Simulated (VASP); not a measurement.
Input of a VASP 6.6.1 run:

Contents of POSCAR:

```
Pt
1.0
    2.8986988966      0.0000000000      0.0000000000
   -1.4493494483      2.5103468823      0.0000000000
    0.0000000000      0.0000000000      4.7921340000
Pt
2
Direct
    0.6666666667      0.3333333333      0.7500000000
    0.3333333333      0.6666666667      0.2500000000
```

File INCAR.step1:

```
  PREC = Accurate
  ENCUT = 520
  ISMEAR = 0
  SIGMA = 0.15
  LREAL = False
  LASPH = True
  NELM = 60
  NBANDS = 17
  GGA = PE
  ALGO = Normal
  EDIFF = 1E-4
  LWAVE = True
  LCHARG = False
```

File INCAR.step2:

```
  PREC = Accurate
  ENCUT = 520
  EDIFF = 1E-6
  ISMEAR = 0
  SIGMA = 0.15
  LREAL = False
  LASPH = True
  NELM = 60
  ALGO = Normal
  ISIF = 2
  LWAVE = False
  LCHARG = False
  METAGGA = R2SCAN
  LMIXTAU = True
  NBANDS = 17
  ISTART = 1
```

Contents of KPOINTS:

```
Automatic mesh
0
Gamma
  18 18 10
```

Potentials or basis: VASP PAW PBE potentials, release 64 (Pt).

Run with:

```bash
$ cat potpaw_PBE.64/Pt/POTCAR > POTCAR
$ cp INCAR.step1 INCAR
$ mpirun -np 1 vasp_std > vasp.out
$ cp INCAR.step2 INCAR
$ mpirun -np 1 vasp_std > vasp.out
```

Estimate the band gap on the k mesh.

zero (bands 10 and 11 overlap by 1.06 eV).

Predict the pressure.

-23.3 GPa.

Stress tensor (GPa, compression positive):
```
-25.46   0.00   0.00
  0.00 -25.46   0.00
  0.00   0.00 -18.95
```

Caveat: the cell differs from its parent crystal (strain +0.050 along x and y, +0.000 along z); the cell stands under tension; the PAW data sets were made with another functional, which shifts forces and pressure a little; spin-orbit coupling is left out, which moves the levels of the heavy elements.
